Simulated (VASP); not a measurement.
Input of a VASP 6.6.1 run:

INCAR

```
SYSTEM = Ni
PREC = Accurate
ENCUT = 520
EDIFF = 1E-6
ISMEAR = -1
SIGMA = 0.05
LREAL = .False.
LASPH = .True.
NELM = 150
ALGO = Normal
ISIF = 2
LWAVE = .False.
LCHARG = .False.
ISPIN = 2
MAGMOM = 1 1
LORBIT = 11
LMAXMIX = 4
GGA = PS
NBANDS = 21
```

File KPOINTS:

```
regular mesh
0
Gamma
  10 10 6
  0 0 0
```

The input POSCAR:

```
Ni
1.0
    2.4480228978      0.0489604580      0.0000000000
   -1.1816104485      2.0955697896      0.0000000000
    0.0000000000      0.0000000000      4.0728075700
Ni
2
Direct
    0.6666666667      0.3333333333      0.7500000000
    0.3333333333      0.6666666667      0.2500000000
```

Potentials or basis: VASP PAW PBE potentials, release 64 (Ni).

The run is started by

```bash
$ cat potpaw_PBE.64/Ni/POTCAR > POTCAR
$ mpirun -np 1 vasp_std > vasp.out
```

(1) What does it give for the largest force?

(2) What does it give for the pressure?

(3) Predict the net moment.

(4) Predict the site moments.

Results:

(1) 0.075 eV/Å.

(2) -2.7 GPa.

(3) 1.34 μB per cell.

(4) Ni +0.67 μB.

Caveat: the PAW data sets were made with another functional, which shifts forces and pressure a little.
